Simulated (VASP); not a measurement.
Crystal: Cu3N.

```xyz
4
Lattice="3.8273 0.0000 0.0000 0.0000 3.8273 0.0000 0.0000 0.0000 3.8273" Properties=species:S:1:pos:R:3 pbc="T T T"
Cu    1.9136    0.0000    0.0000
Cu    0.0000    1.9136    0.0000
Cu    0.0000    0.0000    1.9136
N     0.0000    0.0000    0.0000
```

| Quantity | Value |
| --- | --- |
| Program | VASP 6.6.1 |
| Task | relaxation of cell and atoms |
| Functional | PBE |
| Dispersion | D3(BJ) |
| Potentials or basis | VASP PAW PBE potentials, release 64 (Cu, N) |
| Cutoff | 600 eV |
| k mesh | 10 × 10 × 10 |
| Occupations | gaussian, width 0.01 eV |
| Spin | no spin polarisation |

At the start: pressure -3.6 GPa; volume 14.02 Å³/atom.

Q: Where does the relaxation end?

A: Over 3 steps the energy falls by 5.0 meV/atom and the volume is 13.59 Å³/atom (-3.1 %); space group Pm-3m (No. 221, to 0.05 Å).

Step by step:
```csv
step,energy change (eV),largest force (eV/Å),pressure (GPa),volume (Å³)
1,0.0000,0.0000,-3.63,56.06
2,-0.0149,0.0000,2.00,53.52
3,-0.0200,0.0000,0.01,54.35
```

Final structure:
```
Cu N
1.0
     3.78793    0.00000    0.00000
     0.00000    3.78793    0.00000
     0.00000    0.00000    3.78793
Cu N
3 1
Direct
  0.50000 0.00000 0.00000
  0.00000 0.50000 0.00000
  0.00000 0.00000 0.50000
  0.00000 0.00000 0.00000
```
